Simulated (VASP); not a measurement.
# Sn (Im-3m) in VASP: a series of runs, part 2 of 2

VASP 6.6.1. Earlier steps stand in the parts before.

**6. Relaxation of cell and atoms, PBEsol, target pressure 30 GPa, at which the enthalpy is minimised**

This run uses another cell than the first one, of 27.20 Å³/atom, 1.193 times its volume.

INCAR

```
SYSTEM = Sn
ALGO = Normal ; EDIFF = 1E-7
EDIFFG = -0.01 ; ENCUT = 500
GGA = PS ; GGA_COMPAT = .FALSE.
IBRION = 2 ; ISIF = 3
ISMEAR = -1 ; LASPH = .TRUE.
LCHARG = .FALSE. ; LREAL = .FALSE.
LWAVE = .FALSE. ; NELM = 120
NELMIN = 4 ; NSW = 60
PREC = Accurate ; PSTRESS = 300.0
SIGMA = 0.05
```

KPOINTS

```
k-points
0
G
  10 10 10
  0 0 0
```

POSCAR

```
Sn
1.0
   -1.8946518192      1.8946518192      1.8946518192
    1.8946518192     -1.8946518192      1.8946518192
    1.8946518192      1.8946518192     -1.8946518192
Sn
1
Direct
    0.0000000000      0.0000000000      0.0000000000
```

Potentials or basis: VASP PAW PBE potentials, release 64 (Sn_d).

Command:

```console
> cat potpaw_PBE.64/Sn_d/POTCAR > POTCAR
> mpirun -np 1 vasp_std > vasp.out
```

OUTCAR:

```text
SYSTEM = Sn
   EDIFF = 1E-7
   EDIFFG = -0.01
   ENCUT = 500
   GGA = PS
   IBRION = 2
   ISIF = 3
   ISMEAR = -1
   LASPH = .TRUE.
   LREAL = .FALSE.
   NELM = 120
   NELMIN = 4
   NSW = 60
   PREC = Accurate
   PSTRESS = 300.0

 ion  position               nearest neighbor table
   1  0.000  0.000  0.000-

  LATTYP: Found a body centered cubic cell.
 ALAT       =     3.7893036384

  Lattice vectors:

 A1 = (  -1.8946518192,   1.8946518192,   1.8946518192)
 A2 = (   1.8946518192,  -1.8946518192,   1.8946518192)
 A3 = (   1.8946518192,   1.8946518192,  -1.8946518192)

Analysis of symmetry for initial positions (statically):
=====================================================================
 Subroutine PRICEL returns:
 Original cell was already a primitive cell.

 Routine SETGRP: Setting up the symmetry group for a
 body centered cubic supercell.

 Subroutine GETGRP returns: Found 48 space group operations
[... 9 lines left out ...]

 Routine SETGRP: Setting up the symmetry group for a
 body centered cubic supercell.

 Subroutine GETGRP returns: Found 48 space group operations
[... 11 lines left out ...]
                                     Primitive cell

  volume of cell :      27.2050

  direct lattice vectors                    reciprocal lattice vectors
    -1.894651819  1.894651819  1.894651819     0.000000000  0.263900731  0.263900731
     1.894651819 -1.894651819  1.894651819     0.263900731  0.000000000  0.263900731
     1.894651819  1.894651819 -1.894651819     0.263900731  0.263900731  0.000000000

  length of vectors
     3.281633214  3.281633214  3.281633214     0.373211993  0.373211993  0.373211993

  position of ions in fractional coordinates (direct lattice)
     0.000000000  0.000000000  0.000000000

  ion indices of the primitive-cell ions
   primitive index   ion index
                 1           1

----------------------------------------------------------------------------------------

 KPOINTS: k-points

Automatic generation of k-mesh.
 Grid dimensions read from file:
 generate k-points for:   10   10   10

 Generating k-lattice:

  Cartesian coordinates                     Fractional coordinates (reciprocal lattice)
     0.000000000  0.026390073  0.026390073     0.100000000  0.000000000  0.000000000
     0.026390073  0.000000000  0.026390073     0.000000000  0.100000000  0.000000000
     0.026390073  0.026390073  0.000000000     0.000000000  0.000000000  0.100000000

  Length of vectors
     0.037321199  0.037321199  0.037321199

  Shift w.r.t. Gamma in fractional coordinates (k-lattice)
     0.000000000  0.000000000  0.000000000

 Subroutine IBZKPT returns following result:
 ===========================================

 Found     47 irreducible k-points:

 Following reciprocal coordinates:
            Coordinates               Weight
  0.000000  0.000000  0.000000      1.000000
  0.100000  0.000000  0.000000     12.000000
  0.200000  0.000000  0.000000     12.000000
  0.300000  0.000000  0.000000     12.000000
  0.400000  0.000000  0.000000     12.000000
  0.500000  0.000000  0.000000      6.000000
[... 16 lines left out ...]
  0.300000  0.300000  0.100000      8.000000
 -0.300000  0.300000  0.100000     24.000000
 [... further k-points ...]
   k-points           NKPTS =     47   k-points in BZ     NKDIM =     47   number of bands    NBANDS=     11
   number of dos      NEDOS =    301   number of ions     NIONS =      1
   total plane-waves  NPLWV =  13824
   dimension x,y,z NGX =    24 NGY =   24 NGZ =   24
   dimension x,y,z NGXF=    48 NGYF=   48 NGZF=   48
   ions per type =               1
   NGX,Y,Z   is equivalent  to a cutoff of  12.16, 12.16, 12.16 a.u.
   NGXF,Y,Z  is equivalent  to a cutoff of  24.32, 24.32, 24.32 a.u.
 SYSTEM =  Sn
   PREC   = accura    normal or accurate (medium, high low for compatibility)
   ISTART =      0    job   : 0-new  1-cont  2-samecut
   ICHARG =      2    charge: 1-file 2-atom 10-const
   ISPIN  =      1    spin polarized calculation?
   LNONCOLLINEAR =      F non collinear calculations
   LSORBIT =      F    spin-orbit coupling
   LASPH  =      T    aspherical Exc in radial PAW
   ENCUT  =  500.0 eV  36.75 Ry    6.06 a.u.   5.98  5.98  5.98*2*pi/ulx,y,z
   NELM   =    120;   NELMIN=  4; NELMDL= -5     # of ELM steps
   EDIFF  = 0.1E-06   stopping-criterion for ELM
   LREAL  =      F    real-space projection
   EDIFFG = -.1E-01   stopping-criterion for IOM
   NSW    =     60    number of steps for IOM
   IBRION =      2    ionic relax: 0-MD 1-quasi-New 2-CG
   NFREE  =      1    steps in history (QN), initial steepest desc. (CG)
   ISIF   =      3    stress and relaxation
   ISYM   =      2    0-nonsym 1-usesym 2-fastsym
   POTIM  = 0.5000    time-step for ionic-motion
   TEBEG  =    0.0;   TEEND  =   0.0 temperature during run
   PSTRESS=  300.0 pullay stress
   NELECT =      14.0000    total number of electrons
   NUPDOWN=      -1.0000    fix difference up-down
   EMIN   =  10.00;   EMAX   =-10.00  energy-range for DOS
[... 5 lines left out ...]
     AMIX     =   0.40;   BMIX     =  1.00
     AMIX_MAG =   1.60;   BMIX_MAG =  1.00
  volume/ion in A,a.u.               =      27.20       183.59
  Fermi-wavevector in a.u.,A,eV,Ry     =   1.311902  2.479136 23.416813  1.721087
  Thomas-Fermi vector in A             =   2.442332
   LORBIT       =      0    0 simple, 1 ext, 2 COOP (PROOUT), +10 PAW based schemes
   GGA     = PS    functional components
   LHFCALC =     F    Hartree Fock is set to
   AEXX    =    0.0000 exact exchange contribution
   IVDW    =     0    specifies the selected vdW correction
   LEPSILON=     F    determine dielectric tensor
   LRPA    =     F    only Hartree local field effects (RPA)
 conjugate gradient relaxation of ions
 non-spin polarized calculation
  energy-cutoff  :      500.00
  volume of cell :       27.20
 maximum number of plane-waves:       706
   NGX = 11   NGY = 11   NGZ = 11

--------------------------------------- Ionic step        1  -------------------------------------------

 number of electron      13.9999996 magnetization

 Free energy of the ion-electron system (eV)
  ---------------------------------------------------
  ext. energy  EPLUGINS =         0.00000000
  ---------------------------------------------------
  free energy    TOTEN  =        -4.21188783 eV

  energy without entropy =       -4.20456582  energy(sigma->0) =       -4.20822682

 E-fermi :   7.8806     XC(G=0): -10.5023

 val. band max:        7.7968099110   @ k =   0.2000   0.2000   0.0000
 cond. band min:       7.8865054825   @ k =   0.3000   0.0000   0.0000
 fundamental gap:      0.0896955715
 Fermi energy:         7.8806255854

 k-point     1 :       0.0000    0.0000    0.0000
  band No.  band energies     occupation
      1     -13.5354      2.00000
      2     -13.5354      2.00000
      3     -13.5354      2.00000
      4     -13.3960      2.00000
      5     -13.3960      2.00000
      6      -3.1762      2.00000
      7      15.8564      0.00000
      8      15.8564      0.00000
      9      15.8564      0.00000
     10      20.0365      0.00000
     11      20.0365      0.00000
[... 424 lines left out ...]
  FREE ENERGIE OF THE ION-ELECTRON SYSTEM (eV)
  ---------------------------------------------------
  free  energy   TOTEN  =        -3.9615654949 eV

  energy  without entropy=       -3.9595354800  energy(sigma->0) =       -3.96055049

  enthalpy is  TOTEN    =        -0.0429441742 eV   P V=        3.9186213207

[... ionic steps 4 to 12 ...]

--------------------------------------- Ionic step       13  -------------------------------------------

 number of electron      13.9999994 magnetization

------------------------ aborting loop because EDIFF is reached ----------------------------------------

  FORCE on cell =-STRESS in cart. coord.  units (eV):
  Direction    XX          YY          ZZ          XY          YZ          ZX
  --------------------------------------------------------------------------------------
  -------------------------------------------------------------------------------------
  Total        3.6476680      3.6476680      3.6476680      0.0000000      0.0000000     -0.0000000
  in kB      294.0926346    294.0926346    294.0926346      0.0000000      0.0000000     -0.0000000
  external PRESSURE =      -5.9073654 kB  Pullay stress =     300.0000000 kB
[... 59 lines left out ...]
  enthalpy is  TOTEN    =        -0.0766304857 eV   P V=        3.7174791409

--------------------------------------- Ionic step       15  -------------------------------------------

 number of electron      13.9999993 magnetization

 Free energy of the ion-electron system (eV)
  ---------------------------------------------------
  ext. energy  EPLUGINS =         0.00000000
  ---------------------------------------------------
  free energy    TOTEN  =        -3.78725915 eV

  energy without entropy =       -3.78537427  energy(sigma->0) =       -3.78631671

 E-fermi :  12.3881     XC(G=0): -12.0798

 val. band max:       12.1587612513   @ k =  -0.4000   0.4000   0.4000
 cond. band min:      12.3957351107   @ k =   0.4000   0.2000  -0.0000
 fundamental gap:      0.2369738594
 Fermi energy:        12.3881496012

 k-point     1 :       0.0000    0.0000    0.0000
  band No.  band energies     occupation
      1      -9.4358      2.00000
      2      -9.4358      2.00000
      3      -9.4358      2.00000
      4      -9.0890      2.00000
      5      -9.0890      2.00000
      6      -1.4252      2.00000
      7      23.7688      0.00000
      8      23.7688      0.00000
      9      23.7688      0.00000
     10      25.0007      0.00000
     11      25.0007      0.00000
[... 350 lines left out ...]
  FREE ENERGIE OF THE ION-ELECTRON SYSTEM (eV)
  ---------------------------------------------------
  free  energy   TOTEN  =        -3.7872591463 eV

  energy  without entropy=       -3.7853742653  energy(sigma->0) =       -3.78631671

  enthalpy is  TOTEN    =        -0.0766909431 eV   P V=        3.7105682032

 reached required accuracy - stopping structural energy minimisation
```

OSZICAR:

```text
N       E                     dE             d eps       ncg     rms          rms(c)
DAV:   1     0.733586517989E+02    0.73359E+02   -0.73328E+03  1040   0.183E+03
[... 125 lines left out ...]
  14 F= -.76630486E-01 E0= -.75687237E-01  d E =-.136220E-03
       N       E                     dE             d eps       ncg     rms          rms(c)
DAV:   1    -0.378777758704E+01    0.63321E-02   -0.99264E-03  1220   0.237E+00    0.126E-01
DAV:   2    -0.378735576409E+01    0.42182E-03   -0.59831E-04  1178   0.614E-01    0.548E-02
DAV:   3    -0.378726174705E+01    0.94017E-04   -0.24224E-04  1563   0.365E-01    0.678E-03
DAV:   4    -0.378725910936E+01    0.26377E-05   -0.70827E-06  1174   0.423E-02    0.185E-03
DAV:   5    -0.378725914627E+01   -0.36916E-07   -0.28666E-07  1425   0.545E-03
  15 F= -.76690943E-01 E0= -.75748503E-01  d E =-.196678E-03
```

CONTCAR:

```text
Sn
   1.00000000000000
    -1.7047338508332015    1.7047338508332015    1.7047338508332015
     1.7047338508332015   -1.7047338508332015    1.7047338508332015
     1.7047338508332015    1.7047338508332015   -1.7047338508332015
  Sn
     1
Direct
     0.0000000000000000    0.0000000000000000    0.0000000000000000

  0.00000000E+00  0.00000000E+00  0.00000000E+00
```

Wall time 1.7 min (1 thread of Intel Xeon 8259CL, shared host); peak memory 0.16 GiB.

Results:

* Free energy: -3.7873 eV
* Relaxed volume: 19.82 Å³/atom
* Relaxed cell: a = 2.953 Å, b = 2.953 Å, c = 2.953 Å, α = 109.47°, β = 109.47°, γ = 109.47°
* Space group after relaxing (to 0.05 Å): Im-3m (No. 229)
* Energy change on relaxing (the enthalpy is what falls): +424.6 meV/atom
* Ionic steps: 15
* Pressure after relaxing: 30.0 GPa
* Band gap on the k mesh: zero (band 7 reaches 23.77 eV, above the bottom of band 8 at 9.01 eV)

The path:
```csv
step,energy change (eV),largest force (eV/Å),pressure (GPa),volume (Å³)
1,0.0000,0.0000,-2.23,27.20
2,8.4344,0.0000,413.32,10.84
3,0.2503,0.0000,20.77,20.93
4,0.3277,0.0000,24.94,20.38
5,0.4302,0.0000,30.20,19.79
6,0.4057,0.0000,28.97,19.92
7,0.4070,0.0000,29.04,19.91
8,0.4111,0.0000,29.24,19.89
9,0.4112,0.0000,29.24,19.89
10,0.4114,0.0000,29.25,19.89
11,0.4118,0.0000,29.27,19.89
12,0.4127,0.0000,29.32,19.88
13,0.4144,0.0000,29.41,19.87
14,0.4178,0.0000,29.57,19.85
15,0.4246,0.0000,29.95,19.82
```

Final structure:
```
Sn
1.0
    -1.70473    1.70473    1.70473
     1.70473   -1.70473    1.70473
     1.70473    1.70473   -1.70473
Sn
1
Direct
  0.00000 0.00000 0.00000
```

Levels at points of the mesh, in eV from the Fermi level:
| k point | band 5 | band 6 | band 7 | band 8 | band 9 | band 10 |
| --- | --- | --- | --- | --- | --- | --- |
| (0.00, 0.00, 0.00) | -21.48 | -13.81 | 11.38 | 11.38 | 11.38 | 12.61 |
| (0.50, 0.00, 0.00) | -21.26 | -6.83 | -6.29 | 4.79 | 6.39 | 9.56 |
| (0.50, 0.50, 0.50) | -21.32 | -0.92 | -0.92 | -0.92 | -0.29 | 3.82 |

Caveat: the cell is relaxed towards a set pressure, so the enthalpy falls and the energy may rise; the volume moved by over 15 % at a fixed basis, so the end points are rough; the PAW data sets were made with another functional, which shifts forces and pressure a little; spin-orbit coupling is left out, which moves the levels of the heavy elements.

**7. Summary**

| task | cell | gap on the mesh (eV) | pressure (GPa) |
| --- | --- | --- | --- |
| single point | a = 3.094 Å, angles 109.5°, 1 atom | none | 10.0 |
| single point | a = 3.151 Å, angles 109.5°, 1 atom | none | 4.9 |
| single point | a = 3.195 Å, angles 109.5°, 1 atom | none | 2.0 |
| relaxation of cell and atoms | relaxed to 2 GPa from a = 3.282 Å, angles 109.5°, 1 atom | none | 2.0 |
| relaxation of cell and atoms | relaxed to 30 GPa from a = 3.282 Å, angles 109.5°, 1 atom | none | 30.0 |

Alike in all rows: level PBEsol; potentials or basis VASP PAW PBE potentials, release 64 (Sn_d); no spin polarisation; k mesh 10 × 10 × 10; cutoff (eV) 500; smearing fermi-dirac 0.05 eV.

Caveats: the PAW data sets were made with another functional, which shifts forces and pressure a little; spin-orbit coupling is left out, which moves the levels of the heavy elements; the cell is relaxed towards a set pressure, so the enthalpy falls and the energy may rise (some runs); the volume moved by over 15 % at a fixed basis, so the end points are rough (some runs).

Total energies depend on the potentials used, so only differences within one code and one set of settings carry meaning.
